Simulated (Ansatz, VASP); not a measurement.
# GaN: VASP beside Ansatz

```
Ga N
1.0
     3.27540    0.00000    0.00000
    -1.63770    2.83658    0.00000
     0.00000    0.00000    5.16600
Ga N
2 2
Direct
  0.33333 0.66667 0.00000
  0.66667 0.33333 0.50000
  0.33333 0.66667 0.37500
  0.66667 0.33333 0.87500
```

Change from the starting cell: strain +0.030 along x and y, +0.000 along z, atoms carried along.

Alike in both runs: task single point; functional r2SCAN; k mesh 12 × 12 × 6; occupations gaussian, width 0.05 eV; no spin polarisation.

|  | VASP | Ansatz |
| --- | --- | --- |
| version | VASP 6.6.1 | Ansatz 0.2.0 |
| potentials or method | VASP PAW PBE potentials, release 64 (Ga_d, N), cutoff 520 eV | scalar-relativistic, plane waves, PAW |
| valence electrons in the cell | 36 | 36 |

|  | VASP | Ansatz | Ansatz less VASP |
| --- | --- | --- | --- |
| gap on the k mesh at the Fermi level (eV) | 1.99 | 2.00 | +0.006 |
| least direct gap on the mesh (eV) | 1.99 | 2.00 | +0.006 |
| pressure (GPa) | -8.2 | -9.1 | -0.86 |
| traceless stress, the component that is largest in VASP (GPa) | 8.13 | 7.94 | -0.188 |
| rms of the force components (eV/Å) | 0.230 | 0.224 | -0.0054 |

VASP's potentials were made for PBE, not for r2SCAN. Atom by atom the forces differ by 0.005 eV/Å (rms over components).
